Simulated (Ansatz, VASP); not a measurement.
## TaH5 in VASP and in Ansatz

```xyz
6
Lattice="3.4525 0.0000 0.0000 -1.7262 2.9899 0.0000 0.0000 0.0000 2.9484" Properties=species:S:1:pos:R:3 pbc="T T T"
Ta    0.0000    0.0000    0.0000
H    -0.8631    1.4950    1.4742
H     0.0000    1.9933    0.0000
H     1.7262    0.9966    0.0000
H     1.7262    0.0000    1.4742
H     0.8631    1.4950    1.4742
```

Change from the starting cell: species swapped into the LaCu5 type (P6/mmm, No. 191).

Alike in both runs: task relaxation of cell and atoms; functional PBE; k mesh 12 × 12 × 12; occupations gaussian, width 0.1 eV; no spin polarisation.

```csv
,VASP,Ansatz
version,VASP 6.6.1,Ansatz 0.2.0
potentials or method,"VASP PAW PBE potentials, release 64 (Ta_pv, H), cutoff 600 eV","scalar-relativistic, plane waves, PAW"
valence electrons in the cell,16,18
```

```csv
,VASP,Ansatz,Ansatz less VASP
"gap on the k mesh at the Fermi level, each at its own relaxed structure (eV)",none,none,-
relaxed volume (Å³/atom),5.08,5.08,0.000
relaxed length of the cell vector where the two differ most in proportion (Å),2.995,2.996,+0.0003
```

A gap of «none» marks a metal or a gap that the smearing closes. VASP's potentials hold 16 valence electrons a cell and Ansatz's 18, so a difference there can come from the potentials and not from the codes.

Spin-orbit coupling is off throughout.
